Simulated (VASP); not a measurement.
A run of VASP 6.6.1:

File POSCAR:

```
KF
1.0
    0.0000000000      2.6589614660      2.6589614660
    2.6589614660      0.0000000000      2.6589614660
    2.6589614660      2.6589614660      0.0000000000
K F
1 1
Direct
    0.0000000000      0.0000000000      0.0000000000
    0.5000000000      0.5000000000      0.5000000000
```

The input INCAR.step1:

```
ALGO = Normal
EDIFF = 1E-5
ENCUT = 520
GGA = PE
ISIF = 2
ISMEAR = 0
LASPH = True
LCHARG = False
LREAL = False
LWAVE = True
NBANDS = 15
NELM = 100
PREC = Accurate
SIGMA = 0.01
```

File INCAR.step2:

```
ALGO = Normal
EDIFF = 1E-7
ENCUT = 520
GGA = PE
HFSCREEN = 0.2079
ISIF = 2
ISMEAR = 0
ISTART = 1
LASPH = True
LCHARG = False
LHFCALC = True
LREAL = False
LWAVE = False
NBANDS = 15
NELM = 100
PREC = Accurate
PRECFOCK = Normal
SIGMA = 0.01
```

Contents of KPOINTS:

```
k-points
0
Gamma
  6 6 6
```

Potentials or basis: VASP PAW PBE potentials, release 64 (K_sv, F).

Launch:

```sh
$ cat potpaw_PBE.64/K_sv/POTCAR potpaw_PBE.64/F/POTCAR > POTCAR
$ cp INCAR.step1 INCAR
$ mpirun -np 1 vasp_std > vasp.out
$ cp INCAR.step2 INCAR
$ mpirun -np 1 vasp_std > vasp.out
```

Hardware: 1 thread of Intel(R) Xeon(R) Platinum 8259CL CPU @ 2.50GHz (Skylake/Cascade Lake), on a shared host.

Q: Estimate the wall time of this run.

A: It took 34 min on 1 thread of Intel(R) Xeon(R) Platinum 8259CL CPU @ 2.50GHz (Skylake/Cascade Lake), on a shared host, peak memory 0.28 GiB. Counts: k points 16.
